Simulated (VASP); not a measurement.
# MgO (P-6m2) in VASP: a series of runs

The runs below take MgO through single point, with r2SCAN.

Program: VASP 6.6.1. These are calculated values, not measurements. Logs are shortened: lines on timing, memory, paths and dates and some standing lists are left out, and cuts for length are marked.

## Step 1: The cell of the first run

Symmetry: P-6m2, No. 187, hexagonal system. The conventional cell has a = 2.497 Å, b = 2.497 Å, c = 2.680 Å, α = 90.00°, β = 90.00°, γ = 120.00°. Mg (site symmetry -6m2) has 6 O at 1.97 Å and 6 Mg at 2.50 Å within 2.6 Å. O (site symmetry -6m2) has 6 Mg at 1.97 Å and 6 O at 2.50 Å within 2.6 Å.

## Step 2: Single point, r2SCAN (strain -0.1500 x Voigt [1, 1, 0, 0, 0, 0])

File POSCAR:

```
MgO
1.0
    2.4973177679      0.0000000000      0.0000000000
   -1.2486588839      2.1627406283      0.0000000000
    0.0000000000      0.0000000000      2.6796800000
Mg O
1 1
Direct
    0.0000000000      0.0000000000      0.0000000000
    0.3333333333      0.6666666667      0.5000000000
```

File INCAR.step1:

```
SYSTEM = MgO
PREC = Accurate
ENCUT = 520
ISMEAR = 0
SIGMA = 0.05
LREAL = .False.
LASPH = .True.
NELM = 80
NBANDS = 11
GGA = PE
ALGO = Normal
EDIFF = 1E-4
LWAVE = .True.
LCHARG = .False.
```

File INCAR.step2:

```
SYSTEM = MgO
PREC = Accurate
ENCUT = 520
EDIFF = 1E-7
ISMEAR = 0
SIGMA = 0.05
LREAL = .False.
LASPH = .True.
NELM = 80
ALGO = Normal
ISIF = 2
LWAVE = .False.
LCHARG = .False.
METAGGA = R2SCAN
LMIXTAU = .True.
NBANDS = 11
ISTART = 1
```

File KPOINTS:

```
Automatic mesh
0
Gamma
  9 9 8
  0 0 0
```

Potentials or basis: VASP PAW PBE potentials, release 64 (Mg, O).

Launch:

```bash
$ cat potpaw_PBE.64/Mg/POTCAR potpaw_PBE.64/O/POTCAR > POTCAR
$ cp INCAR.step1 INCAR
$ mpirun -np 1 vasp_std > vasp.out
$ cp INCAR.step2 INCAR
$ mpirun -np 1 vasp_std > vasp.out
```

OUTCAR:

```text
SYSTEM = MgO
   PREC = Accurate
   ENCUT = 520
   EDIFF = 1E-7
   ISMEAR = 0
   LREAL = .False.
   LASPH = .True.
   NELM = 80
   ISIF = 2
   METAGGA = R2SCAN
   ISTART = 1

 ion  position               nearest neighbor table
   1  0.000  0.000  0.000-   2 1.97   2 1.97   2 1.97   2 1.97   2 1.97   2 1.97
   2  0.333  0.667  0.500-   1 1.97   1 1.97   1 1.97   1 1.97   1 1.97   1 1.97

  LATTYP: Found a hexagonal cell.
 ALAT       =     2.4973177679
 C/A-ratio  =     1.0730232390

  Lattice vectors:

 A1 = (   2.4973177679,   0.0000000000,   0.0000000000)
 A2 = (  -1.2486588839,   2.1627406283,   0.0000000000)
 A3 = (   0.0000000000,   0.0000000000,   2.6796800000)

Analysis of symmetry for initial positions (statically):
=====================================================================
 Subroutine PRICEL returns:
 Original cell was already a primitive cell.

 Routine SETGRP: Setting up the symmetry group for a
 hexagonal supercell.

 Subroutine GETGRP returns: Found 12 space group operations
 (whereof 12 operations were pure point group operations)
 out of a pool of 24 trial point group operations.

The static configuration has the point symmetry D_3h.

Analysis of symmetry for dynamics (positions and initial velocities):
=====================================================================
 Subroutine PRICEL returns:
 Original cell was already a primitive cell.

 Routine SETGRP: Setting up the symmetry group for a
 hexagonal supercell.

 Subroutine GETGRP returns: Found 12 space group operations
 (whereof 12 operations were pure point group operations)
 out of a pool of 24 trial point group operations.

The dynamic configuration has the point symmetry D_3h.

 Subroutine INISYM returns: Found 12 space group operations
 (whereof 12 operations are pure point group operations),
 and found     1 'primitive' translations

----------------------------------------------------------------------------------------

                                     Primitive cell

  volume of cell :      14.4731

  direct lattice vectors                    reciprocal lattice vectors
     2.497317768  0.000000000  0.000000000     0.400429618  0.231188148  0.000000000
    -1.248658884  2.162740628  0.000000000     0.000000000  0.462376296  0.000000000
     0.000000000  0.000000000  2.679680000     0.000000000  0.000000000  0.373178887

  length of vectors
     2.497317768  2.497317768  2.679680000     0.462376296  0.462376296  0.373178887

  position of ions in fractional coordinates (direct lattice)
     0.000000000  0.000000000  0.000000000
     0.333333333  0.666666667  0.500000000

  ion indices of the primitive-cell ions
   primitive index   ion index
                 1           1
                 2           2

----------------------------------------------------------------------------------------

 KPOINTS: Automatic mesh

Automatic generation of k-mesh.
 Grid dimensions read from file:
 generate k-points for:    9    9    8

 Generating k-lattice:

  Cartesian coordinates                     Fractional coordinates (reciprocal lattice)
     0.044492180  0.025687572  0.000000000     0.111111111 -0.000000000  0.000000000
     0.000000000  0.051375144  0.000000000     0.000000000  0.111111111  0.000000000
     0.000000000  0.000000000  0.046647361     0.000000000  0.000000000  0.125000000

  Length of vectors
     0.051375144  0.051375144  0.046647361

  Shift w.r.t. Gamma in fractional coordinates (k-lattice)
     0.000000000  0.000000000  0.000000000

 Subroutine IBZKPT returns following result:
 ===========================================

 Found     60 irreducible k-points:

 Following reciprocal coordinates:
            Coordinates               Weight
  0.000000  0.000000  0.000000      1.000000
  0.111111  0.000000  0.000000      6.000000
  0.222222  0.000000  0.000000      6.000000
  0.333333 -0.000000  0.000000      6.000000
  0.444444  0.000000  0.000000      6.000000
  0.111111  0.111111  0.000000      6.000000
[... 16 lines left out ...]
  0.333333  0.222222  0.125000     24.000000
  0.333333  0.333333  0.125000      4.000000
 [... further k-points ...]
   k-points           NKPTS =     60   k-points in BZ     NKDIM =     60   number of bands    NBANDS=     11
   number of dos      NEDOS =    301   number of ions     NIONS =      2
   total plane-waves  NPLWV =   8000
   dimension x,y,z NGX =    20 NGY =   20 NGZ =   20
   dimension x,y,z NGXF=    40 NGYF=   40 NGZF=   40
   ions per type =               1   1
   NGX,Y,Z   is equivalent  to a cutoff of  13.31, 13.31, 12.41 a.u.
   NGXF,Y,Z  is equivalent  to a cutoff of  26.63, 26.63, 24.82 a.u.
 SYSTEM =  MgO
   PREC   = accura    normal or accurate (medium, high low for compatibility)
   ISTART =      1    job   : 0-new  1-cont  2-samecut
   ICHARG =      0    charge: 1-file 2-atom 10-const
   ISPIN  =      1    spin polarized calculation?
   LNONCOLLINEAR =      F non collinear calculations
   LSORBIT =      F    spin-orbit coupling
   LASPH  =      T    aspherical Exc in radial PAW
   ENCUT  =  520.0 eV  38.22 Ry    6.18 a.u.   4.64  4.64  4.98*2*pi/ulx,y,z
   NELM   =     80;   NELMIN=  2; NELMDL=  0     # of ELM steps
   EDIFF  = 0.1E-06   stopping-criterion for ELM
   LREAL  =      F    real-space projection
   EDIFFG = 0.1E-05   stopping-criterion for IOM
   NSW    =      0    number of steps for IOM
   IBRION =     -1    ionic relax: 0-MD 1-quasi-New 2-CG
   NFREE  =      0    steps in history (QN), initial steepest desc. (CG)
   ISIF   =      2    stress and relaxation
   ISYM   =      2    0-nonsym 1-usesym 2-fastsym
   POTIM  = 0.5000    time-step for ionic-motion
   TEBEG  =    0.0;   TEEND  =   0.0 temperature during run
   PSTRESS=    0.0 pullay stress
   NELECT =       8.0000    total number of electrons
   NUPDOWN=      -1.0000    fix difference up-down
   EMIN   =  10.00;   EMAX   =-10.00  energy-range for DOS
   EFERMI =   0.00;   METHOD = LEGACY
   ISMEAR =     0;   SIGMA  =   0.05  broadening in eV -4-tet -1-fermi 0-gaus
   EFERMI_NEDOS =   21; number of points for ismear=-14 and -15
   IALGO  =     38    algorithm
   IMIX   =      4    mixing-type and parameters
     AMIX     =   0.40;   BMIX     =  1.00
     AMIX_MAG =   1.60;   BMIX_MAG =  1.00
  volume/ion in A,a.u.               =       7.24        48.83
  Fermi-wavevector in a.u.,A,eV,Ry     =   1.343542  2.538925 24.559929  1.805104
  Thomas-Fermi vector in A             =   2.471607
   LORBIT       =      0    0 simple, 1 ext, 2 COOP (PROOUT), +10 PAW based schemes
   METAGGA = R2SCAN    functional components
   LHFCALC =     F    Hartree Fock is set to
   AEXX    =    0.0000 exact exchange contribution
   IVDW    =     0    specifies the selected vdW correction
   LEPSILON=     F    determine dielectric tensor
   LRPA    =     F    only Hartree local field effects (RPA)
 non-spin polarized calculation
 Gauss-broadening in eV      SIGMA  =   0.05
  energy-cutoff  :      520.00
  volume of cell :       14.47
 maximum number of plane-waves:       402
 NGX is ok and might be reduce to    20
   NGX =  9   NGY =  9   NGZ =  9

 number of electron       7.9999994 magnetization

 Free energy of the ion-electron system (eV)
  ---------------------------------------------------
  ext. energy  EPLUGINS =         0.00000000
  ---------------------------------------------------
  free energy    TOTEN  =       -13.94948124 eV

  energy without entropy =      -13.94948124  energy(sigma->0) =      -13.94948124

 E-fermi :   7.0818     XC(G=0): -12.9819

 val. band max:        6.7229814108   @ k =   0.0000   0.0000   0.5000
 cond. band min:      11.0811501416   @ k =   0.0000   0.0000   0.0000
 fundamental gap:      4.3581687308
 Fermi energy:         7.0817723949

 k-point     1 :       0.0000    0.0000    0.0000
  band No.  band energies     occupation
      1     -14.3874      2.00000
      2       3.6760      2.00000
      3       6.3699      2.00000
      4       6.3699      2.00000
      5      11.0812      0.00000
      6      20.3236      0.00000
      7      27.9754      0.00000
      8      27.9754      0.00000
      9      30.4831      0.00000
     10      32.9306      0.00000
     11      35.2754      0.00000

 k-point     2 :       0.1111    0.0000    0.0000
  band No.  band energies     occupation
      1     -14.1635      2.00000
      2       3.7656      2.00000
      3       5.3406      2.00000
      4       6.2162      2.00000
      5      11.6268      0.00000
      6      21.0151      0.00000
      7      25.6457      0.00000
      8      28.4634      0.00000
      9      29.8634      0.00000
     10      34.2343      0.00000
     11      35.6371      0.00000

 k-point     3 :       0.2222    0.0000    0.0000
  band No.  band energies     occupation
      1     -13.5483      2.00000
      2       3.2176      2.00000
      3       4.0037      2.00000
      4       5.8474      2.00000
      5      12.7533      0.00000
      6      21.7060      0.00000
      7      23.4869      0.00000
      8      28.2475      0.00000
      9      29.5882      0.00000
     10      32.9123      0.00000
     11      36.7194      0.00000
[... 267 lines left out ...]
 k-point    23 :       0.3333    0.2222    0.1250
  band No.  band energies     occupation
      1     -11.7680      2.00000
      2       0.6362      2.00000
      3       3.0703      2.00000
      4       4.0099      2.00000
      5      15.8950      0.00000
      6      20.1987      0.00000
      7      23.8391      0.00000
      8      25.7965      0.00000
      9      27.8444      0.00000
     10      33.2101      0.00000
     11      35.2687      0.00000

 k-point    24 :       0.3333    0.3333    0.1250
  band No.  band energies     occupation
      1     -11.6016      2.00000
      2       1.3411      2.00000
      3       1.7266      2.00000
      4       4.0925      2.00000
      5      16.2788      0.00000
      6      20.1784      0.00000
      7      24.3119      0.00000
      8      25.3467      0.00000
      9      27.5596      0.00000
     10      33.9710      0.00000
     11      35.7043      0.00000

 [... further k-points ...]

------------------------ aborting loop because EDIFF is reached ----------------------------------------

  FORCE on cell =-STRESS in cart. coord.  units (eV):
  Direction    XX          YY          ZZ          XY          YZ          ZX
  --------------------------------------------------------------------------------------
  -------------------------------------------------------------------------------------
  Total       10.6328484     10.6328484     -0.9859550      0.0000000     -0.0000000     -0.0000000
  in kB     1177.0611433   1177.0611433   -109.1456645      0.0000000     -0.0000000     -0.0000000
  external PRESSURE =     748.3255407 kB  Pullay stress =       0.0000000 kB

 VOLUME and BASIS-vectors are now :
 -----------------------------------------------------------------------------
  energy-cutoff  :      520.00
  volume of cell :       14.47
      direct lattice vectors                 reciprocal lattice vectors
     2.497317768  0.000000000  0.000000000     0.400429618  0.231188148  0.000000000
    -1.248658884  2.162740628  0.000000000     0.000000000  0.462376296  0.000000000
     0.000000000  0.000000000  2.679680000     0.000000000  0.000000000  0.373178887

 POSITION                                       TOTAL-FORCE (eV/Angst)
 -----------------------------------------------------------------------------------
      0.00000      0.00000      0.00000         0.000000      0.000000      0.000000
     -0.00000      1.44183      1.33984        -0.000000     -0.000000      0.000000
 -----------------------------------------------------------------------------------
    total drift:                                0.000006     -0.000004     -0.000000

  FREE ENERGIE OF THE ION-ELECTRON SYSTEM (eV)
  ---------------------------------------------------
  free  energy   TOTEN  =       -13.9494812409 eV

  energy  without entropy=      -13.9494812409  energy(sigma->0) =      -13.94948124
```

Run time: 35 s. Hardware: 1 thread of Intel Xeon 6975P-C, shared host; peak memory 0.14 GiB.

Results:

| Quantity | Value |
| --- | --- |
| Free energy | -13.9495 eV |
| Pressure | 74.8 GPa |
| Band gap on the k mesh | 4.36 eV, indirect (least direct gap 4.71 eV) |

Stress tensor (GPa, compression positive):
```
117.71   0.00   0.00
  0.00 117.71   0.00
  0.00   0.00 -10.91
```

Levels at points of the mesh, in eV from the valence-band top:
```csv
k point,band 2,band 3,band 4,band 5,band 6,band 7
"(0.00, 0.00, 0.00)",-3.05,-0.35,-0.35,4.36,13.60,21.25
"(0.00, 0.00, 0.50)",-8.39,0.00,0.00,10.68,13.39,21.15
```

Caveat: the cell differs from its parent crystal (strain -0.1500 x Voigt [1, 1, 0, 0, 0, 0]); the PAW data sets were made with another functional, which shifts forces and pressure a little. A k mesh can miss the band edges.

## Step 3: Single point, r2SCAN (strain -0.1125 x Voigt [1, 1, 0, 0, 0, 0])

File POSCAR:

```
MgO
1.0
    2.6074935518      0.0000000000      0.0000000000
   -1.3037467759      2.2581556560      0.0000000000
    0.0000000000      0.0000000000      2.6796800000
Mg O
1 1
Direct
    0.0000000000      0.0000000000      0.0000000000
    0.3333333333      0.6666666667      0.5000000000
```

File INCAR.step1:

```
SYSTEM = MgO
ALGO = Normal
EDIFF = 1E-4
ENCUT = 520
GGA = PE
ISMEAR = 0
LASPH = .True.
LCHARG = .False.
LREAL = .False.
LWAVE = .True.
NBANDS = 11
NELM = 60
PREC = Accurate
SIGMA = 0.05
```

File INCAR.step2:

```
SYSTEM = MgO
ALGO = Normal
EDIFF = 1E-6
ENCUT = 520
ISIF = 2
ISMEAR = 0
ISTART = 1
LASPH = .True.
LCHARG = .True.
LELF = .True.
LMIXTAU = .True.
LREAL = .False.
LVHAR = .True.
LWAVE = .False.
METAGGA = R2SCAN
NBANDS = 11
NELM = 60
PREC = Accurate
SIGMA = 0.05
```

File KPOINTS:

```
k-points
0
Gamma
  9 9 8
  0 0 0
```

Potentials or basis: VASP PAW PBE potentials, release 64 (Mg, O).

Launch:

```bash
$ cat potpaw_PBE.64/Mg/POTCAR potpaw_PBE.64/O/POTCAR > POTCAR
$ cp INCAR.step1 INCAR
$ mpirun -np 1 vasp_std > vasp.out
$ cp INCAR.step2 INCAR
$ mpirun -np 1 vasp_std > vasp.out
```

It took 31 s on 1 thread of Intel Xeon 6975P-C, shared host; peak memory 0.13 GiB.

It converged, with:

```yaml
Free_energy: -14.7089 eV
Pressure: 43.1 GPa
Band_gap_on_the_k_mesh: 4.56 eV, indirect (least direct gap 4.96 eV)
```

Stress tensor (GPa, compression positive):
```
 70.92   0.00   0.00
  0.00  70.92   0.00
  0.00   0.00 -12.69
```

Levels at points of the mesh, in eV from the valence-band top:
| k point | band 1 | band 2 | band 3 | band 4 | band 5 | band 6 | band 7 | band 8 |
| --- | --- | --- | --- | --- | --- | --- | --- | --- |
| (0.00, 0.00, 0.00) | -20.19 | -2.16 | -0.39 | -0.39 | 4.56 | 13.18 | 20.09 | 20.09 |
| (0.00, 0.00, 0.50) | -19.01 | -7.42 | 0.00 | 0.00 | 10.64 | 12.17 | 20.51 | 20.51 |

Caveat: the cell differs from its parent crystal (strain -0.1125 x Voigt [1, 1, 0, 0, 0, 0]); the PAW data sets were made with another functional, which shifts forces and pressure a little.

[end of part 1 of 2]
